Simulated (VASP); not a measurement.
A run of VASP 6.6.1 is set up as follows.

The input POSCAR:

```
WC
1.0
    0.0000000000      2.1630495024      2.1630495024
    2.1630495024      0.0000000000      2.1630495024
    2.1630495024      2.1630495024      0.0000000000
W C
1 1
Direct
    0.0000000000      0.0000000000      0.0000000000
    0.5000000000      0.5000000000      0.5000000000
```

INCAR.step1

```
ALGO = Normal
EDIFF = 1E-5
ENCUT = 520
GGA = PE
ISIF = 2
ISMEAR = -1
LASPH = True
LCHARG = False
LREAL = False
LWAVE = True
NBANDS = 16
NELM = 100
PREC = Accurate
SIGMA = 0.05
```

File INCAR.step2:

```
ALGO = Normal
EDIFF = 1E-6
ENCUT = 520
GGA = PE
HFSCREEN = 0.2079
ISIF = 2
ISMEAR = -1
ISTART = 1
LASPH = True
LCHARG = False
LHFCALC = True
LREAL = False
LWAVE = False
NBANDS = 16
NELM = 100
PREC = Accurate
PRECFOCK = Normal
SIGMA = 0.05
```

File KPOINTS:

```
k-points
0
Gamma
  6 6 6
```

Potentials or basis: VASP PAW PBE potentials, release 64 (W_sv, C).

Command:

```bash
$ cat potpaw_PBE.64/W_sv/POTCAR potpaw_PBE.64/C/POTCAR > POTCAR
$ cp INCAR.step1 INCAR
$ mpirun -np 1 vasp_std > vasp.out
$ cp INCAR.step2 INCAR
$ mpirun -np 1 vasp_std > vasp.out
```

(1) What does it give for the pressure?

(2) Predict the band gap on the k mesh.

Answers

(1) 6.3 GPa.

(2) zero (bands 9 and 10 overlap by 3.57 eV).

Caveat: the k points lie up to 0.42 Å⁻¹ apart, too coarse for converged energies and pressures of a metal; the PAW data sets were made with another functional, which shifts forces and pressure a little; spin-orbit coupling is left out, which moves the levels of the heavy elements.
